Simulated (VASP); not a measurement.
Rh, 2 atoms in the cell. It takes space group P6_3/mmc (No. 194, hexagonal). The conventional cell has a = 2.776 Å, b = 2.776 Å, c = 4.501 Å, α = 90.00°, β = 90.00°, γ = 120.00°. Rh (site symmetry -6m2) has 12 Rh at 2.76 to 2.78 Å within 3.6 Å. 

```yaml
Program: VASP 6.6.1
Task: single point
Functional: LDA
Potentials_or_basis: VASP PAW LDA potentials, release 64 (Rh_pv)
Cutoff: 520 eV
k_mesh: 12 × 12 × 7
Occupations: fermi-dirac, width 0.1 eV
Spin: no spin polarisation
Dipole_correction: no
Further_INCAR_settings: ALGO = Normal; EDIFF = 1e-06; NBANDS = 22
```

Potentials or basis: VASP PAW LDA potentials, release 64 (Rh_pv).

The run is started by

```bash
$ cat potpaw_LDA.64/Rh_pv/POTCAR > POTCAR
$ mpirun -np 1 vasp_std > vasp.out
```

Hardware: 1 thread of Intel(R) Xeon(R) 6975P-C (Granite Rapids), on a shared host.

**Question.** Estimate the wall time of this run.

**Answer.** Run time: 14 s on 1 thread of Intel(R) Xeon(R) 6975P-C (Granite Rapids), with other jobs on the host, peak memory 0.16 GiB. Counts: scf iterations 11, k points 76.
